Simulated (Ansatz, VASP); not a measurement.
**AlNi in VASP and in Ansatz**

```
Al Ni
1.0
     2.04281   -2.04281    0.00000
     2.04281    2.04281    0.00000
     0.00000    0.00000    2.90114
Al Ni
1 1
Direct
  0.00000 0.00000 0.89659
  0.50000 0.50000 0.50000
```

Change from the starting cell: all Al atoms moved -0.300 Å, as atom 1 along Cartesian [0 0 1].

Alike in both runs: task single point; functional PBE; k mesh 20 × 20 × 20; occupations gaussian, width 0.15 eV; no spin polarisation.

```csv
,VASP,Ansatz
version,VASP 6.6.1,Ansatz 0.2.0
potentials or method,"VASP PAW PBE potentials, release 64 (Al, Ni), cutoff 520 eV","scalar-relativistic, plane waves, PAW"
valence electrons in the cell,13,21
```

|  | VASP | Ansatz | Ansatz less VASP |
| --- | --- | --- | --- |
| gap on the k mesh at the Fermi level (eV) | none | none | - |
| pressure (GPa) | 5.6 | 5.7 | +0.07 |
| traceless stress, the component that is largest in VASP (GPa) | -3.21 | -3.19 | +0.021 |
| rms of the force components (eV/Å) | 0.987 | 0.984 | -0.0027 |

Atom by atom the forces differ by 0.003 eV/Å (rms over components). A gap of «none» marks a metal or a gap that the smearing closes. With one functional, cell and mesh, what is left measures potentials, basis and numerics. VASP's potentials hold 13 valence electrons a cell and Ansatz's 21, so a difference there can come from the potentials and not from the codes.
